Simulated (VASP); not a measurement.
# Ta (Im-3m) in VASP: notebook

The runs below take Ta through single point, with PBE.

All numbers are computed with VASP 6.6.1; they aren't measurements. Logs are shortened: lines on timing, memory, paths and dates and some standing lists are left out, and cuts for length are marked.

### 1 The cell of the first run

The structure is cubic, space group Im-3m (No. 229). Conventional cell: a = 3.165 Å, b = 3.165 Å, c = 3.165 Å, α = 90.00°, β = 90.00°, γ = 90.00°. Ta (site symmetry m-3m) has 14 Ta at 2.74 to 3.16 Å within 3.6 Å.

### 2 Single point, PBE

Input file INCAR:

```
SYSTEM = Ta
PREC = Accurate ; ENCUT = 520
EDIFF = 1E-6 ; ISMEAR = -1
SIGMA = 0.15 ; LREAL = .FALSE.
LASPH = .TRUE. ; NELM = 60
ALGO = Normal ; ISIF = 2
LWAVE = .FALSE. ; LCHARG = .TRUE.
GGA = PE ; LELF = .TRUE.
LVHAR = .TRUE. ; NBANDS = 12
```

Input file KPOINTS:

```
Automatic mesh
0
G
  10 10 10
  0 0 0
```

Input file POSCAR:

```
Ta
1.0
   -1.5823951563      1.5823951563      1.5823951563
    1.5823951563     -1.5823951563      1.5823951563
    1.5823951563      1.5823951563     -1.5823951563
Ta
1
Direct
    0.0000000000      0.0000000000      0.0000000000
```

Potentials or basis: VASP PAW PBE potentials, release 64 (Ta_pv).

Command:

```
$ cat potpaw_PBE.64/Ta_pv/POTCAR > POTCAR
$ mpirun -np 1 vasp_std > vasp.out
```

OUTCAR:

```text
SYSTEM = Ta
   PREC = Accurate
   ENCUT = 520
   EDIFF = 1E-6
   ISMEAR = -1
   LREAL = .FALSE.
   LASPH = .TRUE.
   NELM = 60
   ISIF = 2
   GGA = PE

 ion  position               nearest neighbor table
   1  0.000  0.000  0.000-

  LATTYP: Found a body centered cubic cell.
 ALAT       =     3.1647903126

  Lattice vectors:

 A1 = (  -1.5823951563,   1.5823951563,   1.5823951563)
 A2 = (   1.5823951563,  -1.5823951563,   1.5823951563)
 A3 = (   1.5823951563,   1.5823951563,  -1.5823951563)

Analysis of symmetry for initial positions (statically):
=====================================================================
 Subroutine PRICEL returns:
 Original cell was already a primitive cell.

 Routine SETGRP: Setting up the symmetry group for a
 body centered cubic supercell.

 Subroutine GETGRP returns: Found 48 space group operations
 (whereof 48 operations were pure point group operations)
 out of a pool of 48 trial point group operations.

The static configuration has the point symmetry O_h .

Analysis of symmetry for dynamics (positions and initial velocities):
=====================================================================
 Subroutine PRICEL returns:
 Original cell was already a primitive cell.

 Routine SETGRP: Setting up the symmetry group for a
 body centered cubic supercell.

 Subroutine GETGRP returns: Found 48 space group operations
 (whereof 48 operations were pure point group operations)
 out of a pool of 48 trial point group operations.

The dynamic configuration has the point symmetry O_h .

 Subroutine INISYM returns: Found 48 space group operations
 (whereof 48 operations are pure point group operations),
 and found     1 'primitive' translations

----------------------------------------------------------------------------------------

                                     Primitive cell

  volume of cell :      15.8491

  direct lattice vectors                    reciprocal lattice vectors
    -1.582395156  1.582395156  1.582395156     0.000000000  0.315976700  0.315976700
     1.582395156 -1.582395156  1.582395156     0.315976700  0.000000000  0.315976700
     1.582395156  1.582395156 -1.582395156     0.315976700  0.315976700  0.000000000

  length of vectors
     2.740788808  2.740788808  2.740788808     0.446858535  0.446858535  0.446858535

  position of ions in fractional coordinates (direct lattice)
     0.000000000  0.000000000  0.000000000

  ion indices of the primitive-cell ions
   primitive index   ion index
                 1           1

----------------------------------------------------------------------------------------

 KPOINTS: Automatic mesh

Automatic generation of k-mesh.
 Grid dimensions read from file:
 generate k-points for:   10   10   10

 Generating k-lattice:

  Cartesian coordinates                     Fractional coordinates (reciprocal lattice)
     0.000000000  0.031597670  0.031597670     0.100000000  0.000000000  0.000000000
     0.031597670  0.000000000  0.031597670     0.000000000  0.100000000  0.000000000
     0.031597670  0.031597670  0.000000000     0.000000000  0.000000000  0.100000000

  Length of vectors
     0.044685853  0.044685853  0.044685853

  Shift w.r.t. Gamma in fractional coordinates (k-lattice)
     0.000000000  0.000000000  0.000000000

 Subroutine IBZKPT returns following result:
 ===========================================

 Found     47 irreducible k-points:

 Following reciprocal coordinates:
            Coordinates               Weight
  0.000000  0.000000  0.000000      1.000000
  0.100000  0.000000  0.000000     12.000000
  0.200000  0.000000  0.000000     12.000000
  0.300000  0.000000  0.000000     12.000000
  0.400000  0.000000  0.000000     12.000000
  0.500000  0.000000  0.000000      6.000000
[... 16 lines left out ...]
  0.300000  0.300000  0.100000      8.000000
 -0.300000  0.300000  0.100000     24.000000
 [... further k-points ...]
   k-points           NKPTS =     47   k-points in BZ     NKDIM =     47   number of bands    NBANDS=     12
   number of dos      NEDOS =    301   number of ions     NIONS =      1
   total plane-waves  NPLWV =   8000
   dimension x,y,z NGX =    20 NGY =   20 NGZ =   20
   dimension x,y,z NGXF=    40 NGYF=   40 NGZF=   40
   ions per type =               1
   NGX,Y,Z   is equivalent  to a cutoff of  12.13, 12.13, 12.13 a.u.
   NGXF,Y,Z  is equivalent  to a cutoff of  24.26, 24.26, 24.26 a.u.
 SYSTEM =  Ta
   PREC   = accura    normal or accurate (medium, high low for compatibility)
   ISTART =      0    job   : 0-new  1-cont  2-samecut
   ICHARG =      2    charge: 1-file 2-atom 10-const
   ISPIN  =      1    spin polarized calculation?
   LNONCOLLINEAR =      F non collinear calculations
   LSORBIT =      F    spin-orbit coupling
   LASPH  =      T    aspherical Exc in radial PAW
   ENCUT  =  520.0 eV  38.22 Ry    6.18 a.u.   5.10  5.10  5.10*2*pi/ulx,y,z
   NELM   =     60;   NELMIN=  2; NELMDL= -5     # of ELM steps
   EDIFF  = 0.1E-05   stopping-criterion for ELM
   LREAL  =      F    real-space projection
   EDIFFG = 0.1E-04   stopping-criterion for IOM
   NSW    =      0    number of steps for IOM
   IBRION =     -1    ionic relax: 0-MD 1-quasi-New 2-CG
   NFREE  =      0    steps in history (QN), initial steepest desc. (CG)
   ISIF   =      2    stress and relaxation
   ISYM   =      2    0-nonsym 1-usesym 2-fastsym
   POTIM  = 0.5000    time-step for ionic-motion
   TEBEG  =    0.0;   TEEND  =   0.0 temperature during run
   PSTRESS=    0.0 pullay stress
   NELECT =      11.0000    total number of electrons
   NUPDOWN=      -1.0000    fix difference up-down
   EMIN   =  10.00;   EMAX   =-10.00  energy-range for DOS
   EFERMI =   0.00;   METHOD = LEGACY
   ISMEAR =    -1;   SIGMA  =   0.15  broadening in eV -4-tet -1-fermi 0-gaus
   EFERMI_NEDOS =   21; number of points for ismear=-14 and -15
   IALGO  =     38    algorithm
   IMIX   =      4    mixing-type and parameters
     AMIX     =   0.40;   BMIX     =  1.00
     AMIX_MAG =   1.60;   BMIX_MAG =  1.00
  volume/ion in A,a.u.               =      15.85       106.96
  Fermi-wavevector in a.u.,A,eV,Ry     =   1.449453  2.739069 28.584668  2.100914
  Thomas-Fermi vector in A             =   2.567178
   LORBIT       =      0    0 simple, 1 ext, 2 COOP (PROOUT), +10 PAW based schemes
   GGA     = PE    functional components
   LHFCALC =     F    Hartree Fock is set to
   AEXX    =    0.0000 exact exchange contribution
   IVDW    =     0    specifies the selected vdW correction
   LEPSILON=     F    determine dielectric tensor
   LRPA    =     F    only Hartree local field effects (RPA)
 non-spin polarized calculation
  energy-cutoff  :      520.00
  volume of cell :       15.85
 maximum number of plane-waves:       442
   NGX = 11   NGY = 11   NGZ = 11

 number of electron      11.0000001 magnetization

 Free energy of the ion-electron system (eV)
  ---------------------------------------------------
  ext. energy  EPLUGINS =         0.00000000
  ---------------------------------------------------
  free energy    TOTEN  =       -11.58476745 eV

  energy without entropy =      -11.48371576  energy(sigma->0) =      -11.53424161

 E-fermi :   6.6028     XC(G=0): -13.2876

 val. band max:        6.5229514918   @ k =   0.1000   0.1000   0.0000
 cond. band min:       6.6068064264   @ k =  -0.2000   0.3000   0.1000
 fundamental gap:      0.0838549347
 Fermi energy:         6.6028260470

 k-point     1 :       0.0000    0.0000    0.0000
  band No.  band energies     occupation
      1     -25.9794      2.00000
      2     -25.9794      2.00000
      3     -25.9794      2.00000
      4      -1.8094      2.00000
      5       7.2854      0.02091
      6       7.2854      0.02091
      7       7.2854      0.02091
      8      11.0320      0.00000
      9      11.0321      0.00000
     10      21.7040      0.00000
     11      22.1938      0.00000
     12      22.1938      0.00000

 k-point     2 :       0.1000    0.0000    0.0000
  band No.  band energies     occupation
      1     -26.1676      2.00000
      2     -26.0352      2.00000
      3     -25.9811      2.00000
      4      -1.2920      2.00000
      5       6.9485      0.18152
      6       7.1640      0.04634
      7       7.8018      0.00068
      8      10.5359      0.00000
      9      11.0315      0.00000
     10      21.7037      0.00000
     11      22.6600      0.00000
     12      23.0827      0.00000

 k-point     3 :       0.2000    0.0000    0.0000
  band No.  band energies     occupation
      1     -26.6380      2.00000
      2     -26.1786      2.00000
      3     -25.9855      2.00000
      4       0.0223      2.00000
      5       6.1754      1.89060
      6       6.6375      0.88505
      7       9.2961      0.00000
      8      10.2166      0.00000
      9      11.1205      0.00000
     10      21.7024      0.00000
     11      23.2287      0.00000
     12      25.4923      0.00000
[... 286 lines left out ...]
 k-point    23 :       0.3000    0.3000    0.1000
  band No.  band energies     occupation
      1     -27.1189      2.00000
      2     -27.1189      2.00000
      3     -26.3719      2.00000
      4       3.9505      2.00000
      5       5.6741      1.99592
      6       5.6741      1.99592
      7      12.1382      0.00000
      8      12.1382      0.00000
      9      16.0967      0.00000
     10      20.3872      0.00000
     11      20.3872      0.00000
     12      21.7120      0.00000

 k-point    24 :      -0.3000    0.3000    0.1000
  band No.  band energies     occupation
      1     -27.1556      2.00000
      2     -26.4132      2.00000
      3     -26.1247      2.00000
      4       1.7662      2.00000
      5       5.8675      1.98525
      6       6.0935      1.93511
      7       9.3974      0.00000
      8      11.3980      0.00000
      9      12.2943      0.00000
     10      21.6508      0.00000
     11      21.8507      0.00000
     12      25.2003      0.00000

 [... further k-points ...]

------------------------ aborting loop because EDIFF is reached ----------------------------------------

  FORCE on cell =-STRESS in cart. coord.  units (eV):
  Direction    XX          YY          ZZ          XY          YZ          ZX
  --------------------------------------------------------------------------------------
  -------------------------------------------------------------------------------------
  Total        3.8148216      3.8148216      3.8148216      0.0000000      0.0000000     -0.0000000
  in kB      385.6381521    385.6381521    385.6381521      0.0000000      0.0000000     -0.0000000
  external PRESSURE =     385.6381521 kB  Pullay stress =       0.0000000 kB

 VOLUME and BASIS-vectors are now :
 -----------------------------------------------------------------------------
  energy-cutoff  :      520.00
  volume of cell :       15.85
      direct lattice vectors                 reciprocal lattice vectors
    -1.582395156  1.582395156  1.582395156     0.000000000  0.315976700  0.315976700
     1.582395156 -1.582395156  1.582395156     0.315976700  0.000000000  0.315976700
     1.582395156  1.582395156 -1.582395156     0.315976700  0.315976700  0.000000000

 POSITION                                       TOTAL-FORCE (eV/Angst)
 -----------------------------------------------------------------------------------
      0.00000      0.00000      0.00000        -0.000000     -0.000000     -0.000000
 -----------------------------------------------------------------------------------
    total drift:                                0.000000     -0.000000      0.000000

  FREE ENERGIE OF THE ION-ELECTRON SYSTEM (eV)
  ---------------------------------------------------
  free  energy   TOTEN  =       -11.5847674547 eV

  energy  without entropy=      -11.4837157616  energy(sigma->0) =      -11.53424161
```

Run time: 4.1 s. Hardware: 1 thread of Intel Xeon 6975P-C, shared host; peak memory 0.13 GiB.

What came out:

```
Free energy : -11.5848 eV
Pressure    : 38.6 GPa
```

Levels at points of the mesh, in eV from the Fermi level:
| k point | band 3 | band 4 | band 5 | band 6 | band 7 | band 8 |
| --- | --- | --- | --- | --- | --- | --- |
| (0.00, 0.00, 0.00) | -32.58 | -8.41 | 0.68 | 0.68 | 0.68 | 4.43 |
| (0.50, 0.00, 0.00) | -32.60 | -5.02 | -2.00 | 2.26 | 4.42 | 5.60 |
| (0.50, 0.50, 0.50) | -33.79 | -4.67 | -4.67 | 7.91 | 7.91 | 7.91 |

Caveat: spin-orbit coupling is left out, which moves the levels of the heavy elements.

### 3 Single point, PBE

This run uses another cell than the first one, of 16.57 Å³/atom, 1.045 times its volume.

Input file INCAR:

```
ALGO     = Normal         # electronic algorithm
EDIFF    = 1E-6           # SCF threshold, eV
ENCUT    = 520            # plane-wave cutoff, eV
GGA      = PE             # functional
ISIF     = 2              # what is computed and relaxed
ISMEAR   = -1             # smearing method
LASPH    = T              # aspherical terms in the spheres
LCHARG   = F              # write CHGCAR
LREAL    = F              # projectors in reciprocal space
LWAVE    = F              # write WAVECAR
NBANDS   = 12             # bands
NELM     = 100            # most SCF steps
PREC     = Accurate       # precision mode
SIGMA    = 0.15           # smearing width, eV
```

Input file KPOINTS:

```
k-points
0
Gamma
  10 10 10
```

Input file POSCAR:

```
Ta
1.0
   -1.6060164770      1.6060164770      1.6060164770
    1.6060164770     -1.6060164770      1.6060164770
    1.6060164770      1.6060164770     -1.6060164770
Ta
1
Direct
    0.0000000000      0.0000000000      0.0000000000
```

Potentials or basis: VASP PAW PBE potentials, release 64 (Ta_pv).

Command:

```
$ cat potpaw_PBE.64/Ta_pv/POTCAR > POTCAR
$ mpirun -np 1 vasp_std > vasp.out
```

Wall time 4.8 s (1 thread of Intel Xeon 6975P-C, shared host); peak memory 0.14 GiB.

Results (log left out):

```
Free energy : -11.7272 eV
Pressure    : 25.1 GPa
```

Levels at points of the mesh, in eV from the Fermi level:
```tsv
k point	band 2	band 3	band 4	band 5	band 6	band 7	band 8	band 9
(0.00, 0.00, 0.00)	-32.76	-32.76	-8.25	0.70	0.70	0.70	4.28	4.28
(0.50, 0.00, 0.00)	-33.25	-32.78	-4.79	-1.83	1.99	4.22	5.35	8.62
(0.50, 0.50, 0.50)	-33.82	-33.82	-4.36	-4.36	7.52	7.52	7.52	9.44
```

Caveat: spin-orbit coupling is left out, which moves the levels of the heavy elements.

### 4 Single point, PBE

This run uses another cell than the first one, of 17.29 Å³/atom, 1.091 times its volume.

Input file INCAR:

```
SYSTEM = Ta
PREC = Accurate
ENCUT = 520
EDIFF = 1E-6
ISMEAR = -1
SIGMA = 0.15
LREAL = .False.
LASPH = .True.
NELM = 100
ALGO = Normal
ISIF = 2
LWAVE = .False.
LCHARG = .True.
GGA = PE
LELF = .True.
LVHAR = .True.
NBANDS = 12
```

Input file KPOINTS:

```
Automatic mesh
0
Gamma
  10 10 10
  0 0 0
```

Input file POSCAR:

```
Ta
1.0
   -1.6289626696      1.6289626696      1.6289626696
    1.6289626696     -1.6289626696      1.6289626696
    1.6289626696      1.6289626696     -1.6289626696
Ta
1
Direct
    0.0000000000      0.0000000000      0.0000000000
```

Command:

```
$ cat potpaw_PBE.64/Ta_pv/POTCAR > POTCAR
$ mpirun -np 1 vasp_std > vasp.out
```

Wall time 5.1 s (1 thread of Intel Xeon 6975P-C, shared host); peak memory 0.14 GiB.

It converged, with:

```yaml
Free_energy: -11.8139 eV
Pressure: 13.7 GPa
```

Levels at points of the mesh, in eV from the Fermi level:
| k point | band 3 | band 4 | band 5 | band 6 | band 7 | band 8 |
| --- | --- | --- | --- | --- | --- | --- |
| (0.00, 0.00, 0.00) | -32.94 | -8.10 | 0.71 | 0.71 | 0.71 | 4.13 |
| (0.50, 0.00, 0.00) | -32.95 | -4.59 | -1.69 | 1.76 | 4.04 | 5.11 |
| (0.50, 0.50, 0.50) | -33.87 | -4.08 | -4.08 | 7.15 | 7.15 | 7.15 |

Caveat: spin-orbit coupling is left out, which moves the levels of the heavy elements.

### 5 Single point, PBE

This run uses another cell than the first one, of 18.01 Å³/atom, 1.136 times its volume.

Input file INCAR:

```
SYSTEM = Ta
PREC = Accurate ; ENCUT = 520
EDIFF = 1E-6 ; ISMEAR = -1
SIGMA = 0.15 ; LREAL = .False.
LASPH = .True. ; NELM = 80
ALGO = Normal ; ISIF = 2
LWAVE = .False. ; LCHARG = .False.
GGA = PE ; NBANDS = 12
```

KPOINTS is that of step 4.

Input file POSCAR:

```
Ta
1.0
   -1.6512800000      1.6512800000      1.6512800000
    1.6512800000     -1.6512800000      1.6512800000
    1.6512800000      1.6512800000     -1.6512800000
Ta
1
Direct
    0.0000000000      0.0000000000      0.0000000000
```

Command:

```
$ cat potpaw_PBE.64/Ta_pv/POTCAR > POTCAR
$ mpirun -np 1 vasp_std > vasp.out
```

It took 5.1 s on 1 thread of Intel Xeon 6975P-C, shared host; peak memory 0.14 GiB.

It converged, with:

* Free energy: -11.8540 eV
* Pressure: 4.3 GPa

Levels at points of the mesh, in eV from the Fermi level:
| k point | band 2 | band 3 | band 4 | band 5 | band 6 | band 7 | band 8 | band 9 |
| --- | --- | --- | --- | --- | --- | --- | --- | --- |
| (0.00, 0.00, 0.00) | -33.10 | -33.10 | -7.94 | 0.70 | 0.70 | 0.70 | 3.98 | 3.98 |
| (0.50, 0.00, 0.00) | -33.48 | -33.11 | -4.41 | -1.57 | 1.56 | 3.86 | 4.89 | 7.77 |
| (0.50, 0.50, 0.50) | -33.92 | -33.92 | -3.83 | -3.83 | 6.81 | 6.81 | 6.81 | 8.63 |

Caveat: spin-orbit coupling is left out, which moves the levels of the heavy elements.

### 6 Single point, PBE

This run uses another cell than the first one, of 18.73 Å³/atom, 1.182 times its volume.

Input file INCAR:

```
SYSTEM = Ta
PREC = Accurate
ENCUT = 520
EDIFF = 1E-7
ISMEAR = -1
SIGMA = 0.15
LREAL = .FALSE.
LASPH = .TRUE.
NELM = 100
ALGO = Normal
ISIF = 2
LWAVE = .FALSE.
LCHARG = .FALSE.
GGA = PE
NBANDS = 12
```

Input file KPOINTS:

```
Automatic mesh
0
G
  10 10 10
  0 0 0
```

Input file POSCAR:

```
Ta
1.0
   -1.6730098603      1.6730098603      1.6730098603
    1.6730098603     -1.6730098603      1.6730098603
    1.6730098603      1.6730098603     -1.6730098603
Ta
1
Direct
    0.0000000000      0.0000000000      0.0000000000
```

Potentials or basis: VASP PAW PBE potentials, release 64 (Ta_pv).

Command:

```
$ cat potpaw_PBE.64/Ta_pv/POTCAR > POTCAR
$ mpirun -np 1 vasp_std > vasp.out
```

It took 5.8 s on 1 thread of Intel Xeon 6975P-C, shared host; peak memory 0.14 GiB.

Results (log left out):

| Quantity | Value |
| --- | --- |
| Free energy | -11.8553 eV |
| Pressure | -3.6 GPa |

Levels at points of the mesh, in eV from the Fermi level:
```tsv
k point	band 2	band 3	band 4	band 5	band 6	band 7	band 8	band 9
(0.00, 0.00, 0.00)	-33.27	-33.27	-7.80	0.70	0.70	0.70	3.83	3.83
(0.50, 0.00, 0.00)	-33.60	-33.27	-4.24	-1.47	1.38	3.69	4.67	7.38
(0.50, 0.50, 0.50)	-33.99	-33.99	-3.61	-3.61	6.48	6.48	6.48	8.27
```

Caveat: spin-orbit coupling is left out, which moves the levels of the heavy elements.

### 7 Summary

| cell | gap on the mesh (eV) | pressure (GPa) |
| --- | --- | --- |
| a = 2.741 Å, angles 109.5°, 1 atom | none | 38.6 |
| a = 2.782 Å, angles 109.5°, 1 atom | none | 25.1 |
| a = 2.821 Å, angles 109.5°, 1 atom | none | 13.7 |
| a = 2.860 Å, angles 109.5°, 1 atom | none | 4.3 |
| a = 2.898 Å, angles 109.5°, 1 atom | none | -3.6 |

Alike in all rows: task single point; level PBE; potentials or basis VASP PAW PBE potentials, release 64 (Ta_pv); no spin polarisation; k mesh 10 × 10 × 10; cutoff (eV) 520; smearing fermi-dirac 0.15 eV.

Caveats: spin-orbit coupling is left out, which moves the levels of the heavy elements.

Absolute energies hang on the potentials; compare differences alone.
